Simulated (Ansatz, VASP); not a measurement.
## AgI: VASP beside Ansatz

POSCAR

```
AgI
1.0
   -2.3243249503      2.3243249503      3.2907520899
    2.3243249503     -2.3243249503      3.2907520899
    2.3243249503      2.3243249503     -3.2907520899
Ag I
1 1
Direct
    0.2500000000      0.7500000000      0.5000000000
    0.0000000000      0.0000000000      0.0000000000
```

INCAR.step1

```
  ALGO = Normal
  EDIFF = 1E-5
  ENCUT = 400
  GGA = PE
  GGA_COMPAT = False
  ISIF = 2
  ISMEAR = 0
  LASPH = True
  LCHARG = False
  LREAL = False
  LWAVE = True
  NBANDS = 16
  NELM = 120
  PREC = Accurate
  SIGMA = 0.01
```

The input INCAR.step2:

```
  AEXX = 0.5
  ALGO = Normal
  EDIFF = 1E-6
  ENCUT = 400
  GGA = PE
  GGA_COMPAT = False
  ISIF = 2
  ISMEAR = 0
  ISTART = 1
  LASPH = True
  LCHARG = False
  LHFCALC = True
  LREAL = False
  LWAVE = False
  NBANDS = 16
  NELM = 120
  PREC = Accurate
  PRECFOCK = Normal
  SIGMA = 0.01
```

KPOINTS

```
k-points
0
Gamma
  4 4 4
```

Input for Ansatz:

```yaml
crystal:
  lattice:
    - [-2.3243249503, 2.3243249503, 3.2907520899]
    - [2.3243249503, -2.3243249503, 3.2907520899]
    - [2.3243249503, 2.3243249503, -3.2907520899]
  atoms:
    - { symbol: Ag, position: [0.25, 0.75, 0.5] }
    - { symbol: I, position: [0.0, 0.0, 0.0] }
kpoints:
  mp_grid: { grid: [4, 4, 4] }
hamiltonian:
  xc: { exchange: pbe, correlation: pbe, exx: { coeff: 0.5 } }
scf:
  occupations: { method: fixed }
  n_extra_bands: 4
output:
  forces: true
  stress: true
  eigenvalues: true
```

Alike in both runs: task single point; functional PBE-based global hybrid; k mesh 4 × 4 × 4; no spin polarisation.

|  | VASP | Ansatz |
| --- | --- | --- |
| version | VASP 6.6.1 | Ansatz 0.2.0 |
| potentials or method | VASP PAW PBE potentials, release 64 (Ag, I) | plane waves |
| plane-wave cutoff (eV) | 400 | 420 |
| occupations | gaussian, width 0.01 eV | fixed |
| valence electrons in the cell | 18 | 36 |

|  | VASP | Ansatz | Ansatz less VASP |
| --- | --- | --- | --- |
| gap on the k mesh at the Fermi level (eV) | 5.10 | 5.10 | 0.000 |
| pressure (GPa) | 0.0 | 0.5 | +0.44 |

VASP's potentials were made for PBE, not for PBE-based global hybrid. VASP's potentials hold 18 valence electrons a cell and Ansatz's 36, so a difference there can come from the potentials and not from the codes. Ansatz's warnings: stress exchange threshold loose, stress scf threshold loose.

The k mesh is coarse, so the values compare programs but aren't converged. Spin-orbit coupling is off throughout.
